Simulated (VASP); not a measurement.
# Ta12H in VASP: a series of runs

The runs below take Ta12H through single point, with PBE.

Everything below comes from runs of VASP 6.6.1. Logs are shortened: lines on timing, memory, paths and dates and some standing lists are left out, and cuts for length are marked.

**1. The cell of the first run**

The cell holds a slab with vacuum, 13 atoms: a = 5.749 Å, b = 5.749 Å, c = 20.027 Å, α = 90.00°, β = 90.00°, γ = 109.47°.

**2. Single point, PBE**

INCAR

```
PREC     = Accurate       # precision mode
ENCUT    = 520            # plane-wave cutoff, eV
EDIFF    = 1E-6           # SCF threshold, eV
ISMEAR   = 0              # smearing method
SIGMA    = 0.1            # smearing width, eV
LREAL    = False          # projectors in reciprocal space
LASPH    = True           # aspherical terms in the spheres
NELM     = 80             # most SCF steps
ALGO     = Normal         # electronic algorithm
ISIF     = 2              # what is computed and relaxed
LWAVE    = False          # write WAVECAR
LCHARG   = False          # write CHGCAR
LDIPOL   = True         
IDIPOL   = 3            
DIPOL    = 0.5 0.5 0.326
GGA      = PE             # functional
NBANDS   = 78             # bands
```

KPOINTS

```
regular mesh
0
Gamma
  5 5 1
```

POSCAR

```
Ta12H
1.0
    5.7486197044      0.0000000000      0.0000000000
   -1.9162065681      5.4198506339      0.0000000000
    0.0000000000      0.0000000000     20.0266897310
Ta H
12 1
Direct
    0.2500000000      0.2500000000      0.1997334584
    0.2500000000      0.7500000000      0.1997334584
    0.7500000000      0.2500000000      0.1997334584
    0.7500000000      0.7500000000      0.1997334584
    0.0000000000      0.0000000000      0.3127671385
    0.0000000000      0.5000000000      0.3127671385
    0.5000000000      0.0000000000      0.3127671385
    0.5000000000      0.5000000000      0.3127671385
    0.2500000000      0.2500000000      0.4257663071
    0.2500000000      0.7500000000      0.4257663071
    0.7500000000      0.2500000000      0.4257663071
    0.7500000000      0.7500000000      0.4257663071
    0.4166666667      0.5833333333      0.4804582808
```

Potentials or basis: VASP PAW PBE potentials, release 64 (Ta_pv, H).

Started as:

```
$ cat potpaw_PBE.64/Ta_pv/POTCAR potpaw_PBE.64/H/POTCAR > POTCAR
$ mpirun -np 1 vasp_std > vasp.out
```

OUTCAR:

```text
PREC = Accurate
   ENCUT = 520
   EDIFF = 1E-6
   ISMEAR = 0
   LREAL = False
   LASPH = True
   NELM = 80
   ISIF = 2
   GGA = PE

 ion  position               nearest neighbor table
   1  0.250  0.250  0.200-   5 2.81   8 2.81   2 2.87   2 2.87   3 2.87   3 2.87   7 3.26   6 3.26
                             4 3.32   4 3.32
   2  0.250  0.750  0.200-   6 2.81   7 2.81   1 2.87   1 2.87   4 2.87   4 2.87   5 3.26   8 3.26
                             3 3.32   3 3.32
   3  0.750  0.250  0.200-   6 2.81   7 2.81   4 2.87   4 2.87   1 2.87   1 2.87   5 3.26   8 3.26
                             2 3.32   2 3.32
   4  0.750  0.750  0.200-   5 2.81   8 2.81   3 2.87   3 2.87   2 2.87   2 2.87   7 3.26   6 3.26
                             1 3.32   1 3.32
   5  0.000  0.000  0.313-   9 2.81  12 2.81   1 2.81   4 2.81   6 2.87   6 2.87   7 2.87   7 2.87
                            11 3.26  10 3.26   3 3.26   2 3.26   8 3.32   8 3.32
   6  0.000  0.500  0.313-  10 2.81  11 2.81   2 2.81   3 2.81   5 2.87   5 2.87   8 2.87   8 2.87
                             9 3.26  12 3.26   1 3.26   4 3.26   7 3.32   7 3.32
   7  0.500  0.000  0.313-  10 2.81  11 2.81   2 2.81   3 2.81   8 2.87   8 2.87   5 2.87   5 2.87
                             9 3.26  12 3.26   1 3.26   4 3.26   6 3.32   6 3.32
   8  0.500  0.500  0.313-   9 2.81  12 2.81   1 2.81   4 2.81   7 2.87   7 2.87   6 2.87   6 2.87
                            11 3.26  10 3.26   3 3.26   2 3.26   5 3.32   5 3.32
   9  0.250  0.250  0.426-  13 2.14   8 2.81   5 2.81  10 2.87  10 2.87  11 2.87  11 2.87   6 3.26
                             7 3.26  12 3.32  12 3.32
  10  0.250  0.750  0.426-  13 1.91   7 2.81   6 2.81   9 2.87   9 2.87  12 2.87  12 2.87   8 3.26
                             5 3.26  11 3.32  11 3.32
  11  0.750  0.250  0.426-   6 2.81   7 2.81  12 2.87  12 2.87   9 2.87   9 2.87   5 3.26   8 3.26
                            10 3.32  10 3.32
  12  0.750  0.750  0.426-  13 2.14   8 2.81   5 2.81  11 2.87  11 2.87  10 2.87  10 2.87   6 3.26
                             7 3.26   9 3.32   9 3.32
  13  0.417  0.583  0.480-  10 1.91   9 2.14  12 2.14

  LATTYP: Found a base centered orthorhombic cell.
 ALAT       =     6.6379342676
 B/A-ratio  =     1.4142135624
 C/A-ratio  =     3.0170063341

  Lattice vectors:

 A1 = (   5.7486197044,   0.0000000000,   0.0000000000)
 A2 = (  -1.9162065681,   5.4198506339,   0.0000000000)
 A3 = (   0.0000000000,   0.0000000000,  20.0266897310)

Analysis of symmetry for initial positions (statically):
=====================================================================
 Subroutine PRICEL returns:
 Original cell was already a primitive cell.

 Routine SETGRP: Setting up the symmetry group for a
 base centered orthorhombic supercell.

 Subroutine GETGRP returns: Found  2 space group operations
 (whereof  2 operations were pure point group operations)
 out of a pool of  8 trial point group operations.

The static configuration has the point symmetry C_1h.

Analysis of symmetry for dynamics (positions and initial velocities):
=====================================================================
 Subroutine PRICEL returns:
 Original cell was already a primitive cell.

 Routine SETGRP: Setting up the symmetry group for a
 base centered orthorhombic supercell.

 Subroutine GETGRP returns: Found  2 space group operations
 (whereof  2 operations were pure point group operations)
 out of a pool of  8 trial point group operations.

The dynamic configuration has the point symmetry C_1h.

 Subroutine INISYM returns: Found  2 space group operations
 (whereof  2 operations are pure point group operations),
 and found     1 'primitive' translations

----------------------------------------------------------------------------------------

                                     Primitive cell

  volume of cell :     623.9648

  direct lattice vectors                    reciprocal lattice vectors
     5.748619704  0.000000000  0.000000000     0.173954802  0.061502310  0.000000000
    -1.916206568  5.419850634  0.000000000     0.000000000  0.184506930  0.000000000
     0.000000000  0.000000000 20.026689731     0.000000000  0.000000000  0.049933365

  length of vectors
     5.748619704  5.748619704 20.026689731     0.184506930  0.184506930  0.049933365

  position of ions in fractional coordinates (direct lattice)
[... 52 lines left out ...]
 ===========================================

 Found      9 irreducible k-points:

 Following reciprocal coordinates:
            Coordinates               Weight
  0.000000  0.000000  0.000000      1.000000
  0.200000  0.000000  0.000000      4.000000
  0.400000  0.000000  0.000000      4.000000
  0.200000  0.200000  0.000000      2.000000
  0.400000  0.200000  0.000000      4.000000
 -0.400000  0.200000  0.000000      4.000000
 -0.200000  0.200000  0.000000      2.000000
  0.400000  0.400000  0.000000      2.000000
 -0.400000  0.400000  0.000000      2.000000
   k-points           NKPTS =      9   k-points in BZ     NKDIM =      9   number of bands    NBANDS=     78
   number of dos      NEDOS =    301   number of ions     NIONS =     13
   total plane-waves  NPLWV = 345600
   dimension x,y,z NGX =    48 NGY =   48 NGZ =  150
   dimension x,y,z NGXF=    96 NGYF=   96 NGZF=  300
   ions per type =              12   1
   NGX,Y,Z   is equivalent  to a cutoff of  13.88, 13.88, 12.45 a.u.
   NGXF,Y,Z  is equivalent  to a cutoff of  27.76, 27.76, 24.90 a.u.
 SYSTEM =  unknown system
   PREC   = accura    normal or accurate (medium, high low for compatibility)
   ISTART =      0    job   : 0-new  1-cont  2-samecut
   ICHARG =      2    charge: 1-file 2-atom 10-const
   ISPIN  =      1    spin polarized calculation?
   LNONCOLLINEAR =      F non collinear calculations
   LSORBIT =      F    spin-orbit coupling
   LASPH  =      T    aspherical Exc in radial PAW
   ENCUT  =  520.0 eV  38.22 Ry    6.18 a.u.  10.69 10.69 37.24*2*pi/ulx,y,z
   NELM   =     80;   NELMIN=  2; NELMDL= -5     # of ELM steps
   EDIFF  = 0.1E-05   stopping-criterion for ELM
   LREAL  =      F    real-space projection
   EDIFFG = 0.1E-04   stopping-criterion for IOM
   NSW    =      0    number of steps for IOM
   IBRION =     -1    ionic relax: 0-MD 1-quasi-New 2-CG
   NFREE  =      0    steps in history (QN), initial steepest desc. (CG)
   ISIF   =      2    stress and relaxation
   ISYM   =      2    0-nonsym 1-usesym 2-fastsym
   POTIM  = 0.5000    time-step for ionic-motion
   TEBEG  =    0.0;   TEEND  =   0.0 temperature during run
   PSTRESS=    0.0 pullay stress
   NELECT =     133.0000    total number of electrons
   NUPDOWN=      -1.0000    fix difference up-down
   EMIN   =  10.00;   EMAX   =-10.00  energy-range for DOS
   EFERMI =   0.00;   METHOD = LEGACY
   ISMEAR =     0;   SIGMA  =   0.10  broadening in eV -4-tet -1-fermi 0-gaus
   EFERMI_NEDOS =   21; number of points for ismear=-14 and -15
   IALGO  =     38    algorithm
   IMIX   =      4    mixing-type and parameters
     AMIX     =   0.40;   BMIX     =  1.00
     AMIX_MAG =   1.60;   BMIX_MAG =  1.00
  volume/ion in A,a.u.               =      48.00       323.90
  Fermi-wavevector in a.u.,A,eV,Ry     =   0.977925  1.848009 13.011747  0.956336
  Thomas-Fermi vector in A             =   2.108660
   LORBIT       =      0    0 simple, 1 ext, 2 COOP (PROOUT), +10 PAW based schemes
   GGA     = PE    functional components
   LHFCALC =     F    Hartree Fock is set to
   AEXX    =    0.0000 exact exchange contribution
   IVDW    =     0    specifies the selected vdW correction
   LEPSILON=     F    determine dielectric tensor
   LRPA    =     F    only Hartree local field effects (RPA)
 non-spin polarized calculation
 Gauss-broadening in eV      SIGMA  =   0.10
  energy-cutoff  :      520.00
  volume of cell :      623.96
 maximum number of plane-waves:     16835
 NGX is ok and might be reduce to    48
   NGX = 21   NGY = 21   NGZ = 75

 dipolmoment           0.000000      0.000000      0.771350 electrons x Angstroem

 number of electron     132.9999986 magnetization

 dipolmoment           0.000000      0.000000     -0.022484 electrons x Angstroem

 Free energy of the ion-electron system (eV)
  ---------------------------------------------------
  ext. energy  EPLUGINS =         0.00000000
  ---------------------------------------------------
  free energy    TOTEN  =      -136.89108345 eV

  energy without entropy =     -136.82198298  energy(sigma->0) =     -136.85653321

 E-fermi :  -0.9338     XC(G=0):  -5.4553

 val. band max:       -0.9671854481   @ k =  -0.4000   0.4000   0.0000
 cond. band min:      -0.9202264016   @ k =   0.4000   0.0000   0.0000
 fundamental gap:      0.0469590465
 Fermi energy:        -0.9337690719

 k-point     1 :       0.0000    0.0000    0.0000
  band No.  band energies     occupation
      1     -35.4816      2.00000
      2     -35.4700      2.00000
      3     -35.4604      2.00000
      4     -35.4467      2.00000
      5     -35.3929      2.00000
      6     -35.3872      2.00000
[... 718 lines left out ...]
     77       0.4796      0.00000
     78       0.7705      0.00000

------------------------ aborting loop because EDIFF is reached ----------------------------------------

 vacuum level on the upper side and lower side of the slab       (xc-potential included)        -0.194        -0.095

  FORCE on cell =-STRESS in cart. coord.  units (eV):
  Direction    XX          YY          ZZ          XY          YZ          ZX
  --------------------------------------------------------------------------------------
  -------------------------------------------------------------------------------------
  Total      -11.1718166    -11.5734918      1.4512344     -0.5680545     -0.6131167      0.8670777
  in kB      -28.6862852    -29.7176814      3.7263880     -1.4586145     -1.5743223      2.2264275
  external PRESSURE =     -18.2258595 kB  Pullay stress =       0.0000000 kB

 VOLUME and BASIS-vectors are now :
 -----------------------------------------------------------------------------
  energy-cutoff  :      520.00
  volume of cell :      623.96
      direct lattice vectors                 reciprocal lattice vectors
     5.748619704  0.000000000  0.000000000     0.173954802  0.061502310  0.000000000
    -1.916206568  5.419850634  0.000000000     0.000000000  0.184506930  0.000000000
     0.000000000  0.000000000 20.026689731     0.000000000  0.000000000  0.049933365

 POSITION                                       TOTAL-FORCE (eV/Angst)
 -----------------------------------------------------------------------------------
      0.95810      1.35496      4.00000        -0.014686     -0.026538     -0.055094
      0.00000      4.06489      4.00000        -0.026227      0.018545     -0.016731
      3.83241      1.35496      4.00000        -0.011780      0.008330     -0.017413
      2.87431      4.06489      4.00000         0.020124      0.022692     -0.055094
      0.00000      0.00000      6.26369        -0.010659      0.007537     -0.333023
     -0.95810      2.70993      6.26369        -0.067235      0.010172     -0.036061
      2.87431      0.00000      6.26369        -0.032002      0.059999     -0.036061
      1.91621      2.70993      6.26369         0.052464     -0.037098      0.017782
      0.95810      1.35496      8.52669         0.077077      0.183568      0.515035
      0.00000      4.06489      8.52669        -0.531522      0.375843     -0.423942
      3.83241      1.35496      8.52669         0.152955     -0.108156     -0.089558
      2.87431      4.06489      8.52669        -0.147377     -0.133858      0.515035
      1.27747      3.16158      9.62199         0.538867     -0.381037      0.015126
 -----------------------------------------------------------------------------------
    total drift:                                0.000012     -0.000009     -0.000916

  FREE ENERGIE OF THE ION-ELECTRON SYSTEM (eV)
  ---------------------------------------------------
  free  energy   TOTEN  =      -136.8910834459 eV

  energy  without entropy=     -136.8219829781  energy(sigma->0) =     -136.85653321

 vacuum level on the upper side and lower side of the slab         3.635         3.727
```

Wall time 39 min (1 thread of Intel Xeon 8259CL, shared host); peak memory 0.85 GiB.

What came out:

- Free energy: -136.8911 eV
- Largest force: 0.777 eV/Å
- Band gap on the k mesh: zero (an odd number of electrons rules out a gap without spin polarisation)

Forces in eV/Å, atoms in the order of the input:
```
Ta  -0.015 -0.027 -0.055
Ta  -0.026  0.019 -0.017
Ta  -0.012  0.008 -0.017
Ta   0.020  0.023 -0.055
Ta  -0.011  0.008 -0.333
Ta  -0.067  0.010 -0.036
Ta  -0.032  0.060 -0.036
Ta   0.052 -0.037  0.018
Ta   0.077  0.184  0.515
Ta  -0.532  0.376 -0.424
Ta   0.153 -0.108 -0.090
Ta  -0.147 -0.134  0.515
H    0.539 -0.381  0.015
```

Levels at points of the mesh, in eV from the Fermi level:
```tsv
k point	band 64	band 65	band 66	band 67	band 68	band 69
(0.00, 0.00, 0.00)	-0.04	0.27	0.49	0.58	0.92	1.00
```

Caveat: spin-orbit coupling is left out, which moves the levels of the heavy elements.

**3. Single point, PBE**

INCAR

```
SYSTEM = Ta12H
PREC = Accurate
ENCUT = 520
EDIFF = 1E-7
ISMEAR = 0
SIGMA = 0.1
LREAL = .False.
LASPH = .True.
NELM = 80
ALGO = Normal
ISIF = 2
LWAVE = .False.
LCHARG = .False.
LDIPOL = .True.
IDIPOL = 3
DIPOL = 0.5 0.5 0.328
GGA = PE
NBANDS = 78
```

KPOINTS

```
regular mesh
0
Gamma
  5 5 1
  0 0 0
```

POSCAR, as its differences from that of step 2:

```diff
@@ -20,2 +20,2 @@
     0.7500000000      0.7500000000      0.4257663071
-    0.4166666667      0.5833333333      0.4804582808
+    0.3333333333      0.3333333333      0.5135935643
```

Potentials or basis: VASP PAW PBE potentials, release 64 (Ta_pv, H).

Started as:

```
$ cat potpaw_PBE.64/Ta_pv/POTCAR potpaw_PBE.64/H/POTCAR > POTCAR
$ mpirun -np 1 vasp_std > vasp.out
```

It took 36 min on 1 thread of Intel Xeon 8259CL, shared host; peak memory 0.9 GiB.

Results (log left out):

```
Free energy            : -135.8344 eV
Largest force          : 0.667 eV/Å
Band gap on the k mesh : zero (an odd number of electrons rules out a gap without spin polarisation)
```

Forces on the atoms (eV/Å):
```
Ta  -0.026 -0.037 -0.013
Ta   0.006  0.017 -0.011
Ta   0.014  0.011 -0.011
Ta   0.009  0.012  0.040
Ta  -0.149 -0.210 -0.530
Ta   0.032  0.041 -0.102
Ta   0.028  0.044 -0.102
Ta   0.125  0.176 -0.154
Ta  -0.324 -0.458  0.361
Ta  -0.259 -0.012  0.198
Ta   0.075 -0.248  0.198
Ta   0.155  0.219  0.119
H    0.314  0.444  0.005
```

Levels at points of the mesh, in eV from the Fermi level:
```csv
k point,band 63,band 64,band 65,band 66,band 67,band 68,band 69,band 70,band 71,band 72
"(0.00, 0.00, 0.00)",-0.32,0.25,0.34,0.47,0.55,0.81,0.98,1.15,1.16,1.36
```

Caveat: spin-orbit coupling is left out, which moves the levels of the heavy elements.
